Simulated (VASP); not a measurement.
InSb: relaxation of shape and atoms at fixed volume with PBEsol

The system is InSb.

```xyz
4
Lattice="5.7260 0.0000 0.0000 0.0000 5.7942 0.0000 0.0000 0.0000 3.2746" Properties=species:S:1:pos:R:3 pbc="T T T"
In    0.0000    0.0000    0.0737
In    2.8630    2.8971   -0.0737
Sb    2.8630    0.0000    2.2836
Sb    0.0000    2.8971    0.9910
```

```yaml
Program: VASP 6.6.1
Task: relaxation of shape and atoms at fixed volume
Functional: PBEsol
Potentials_or_basis: VASP PAW PBE potentials, release 64 (In_d, Sb)
Cutoff: 600 eV
k_mesh: 6 × 6 × 10
Occupations: gaussian, width 0.05 eV
Spin: no spin polarisation
Dipole_correction: no
Further_INCAR_settings: ALGO = Fast; EDIFF = 1e-06; IBRION = 2; EDIFFG = -0.01; NSW = 60; ISIF = 4
```

```json
{
  "Energy gained by relaxing": "0.1 meV/atom",
  "Ionic steps": "5",
  "Pressure after relaxing": "-1.0 GPa",
  "Largest force after relaxing": "0.007 eV/Å",
  "Band gap on the k mesh": "zero (bands 18 and 19 overlap by 3.08 eV)"
}
```

Forces on the atoms (eV/Å):
```
In   0.000  0.000 -0.003
In   0.000  0.000  0.003
Sb   0.000  0.000  0.007
Sb   0.000  0.000 -0.007
```

Step by step:
```csv
step,energy change (eV),largest force (eV/Å),pressure (GPa),volume (Å³)
1,0.0000,0.0234,-1.05,108.64
2,-0.0001,0.0201,-1.05,108.64
3,-0.0001,0.0155,-1.04,108.64
4,-0.0002,0.0131,-1.02,108.64
5,-0.0003,0.0068,-1.00,108.64
```

Final structure:
```
In Sb
1.0
     5.72433    0.00000    0.00000
     0.00000    5.79332    0.00000
     0.00000    0.00000    3.27609
In Sb
2 2
Direct
  0.00000 0.00000 0.02262
  0.50000 0.50000 0.97738
  0.50000 0.00000 0.70032
  0.00000 0.50000 0.29968
```

Levels at points of the mesh, in eV from the Fermi level:
```
           k point  band 14  band 15  band 16  band 17  band 18  band 19  band 20  band 21  band 22
(0.00, 0.00, 0.00)    -4.76    -4.72    -2.96    -1.94    -1.88     3.15     3.32     3.84     5.58
(0.50, 0.00, 0.00)    -5.82    -3.65    -3.65     0.50     0.50     3.21     3.21     4.14     4.14
(0.00, 0.50, 0.00)    -5.72    -3.64    -3.64     0.33     0.33     3.12     3.12     4.09     4.09
(0.50, 0.50, 0.00)    -7.50    -0.20    -0.20     1.76     1.76     2.18     2.18     2.24     2.24
(0.00, 0.00, 0.50)    -3.73    -2.30    -1.87    -1.73    -1.18    -1.00    -0.78     0.85     1.15
(0.50, 0.00, 0.50)    -5.11    -2.13    -2.13    -1.51    -1.51    -1.33    -1.33     2.23     2.23
(0.00, 0.50, 0.50)    -5.21    -2.01    -2.01    -1.28    -1.28    -1.13    -1.13     1.96     1.96
(0.50, 0.50, 0.50)    -4.33    -4.19    -4.19    -3.27    -3.27     2.81     2.81     3.60     3.60
```

Wall time 17 min on 1 thread of Oxide Virtual Turin-like Processor (shared host), peak memory 0.4 GiB.

Caveat: the PAW data sets were made with another functional, which shifts forces and pressure a little; spin-orbit coupling is left out, which moves the levels of the heavy elements.
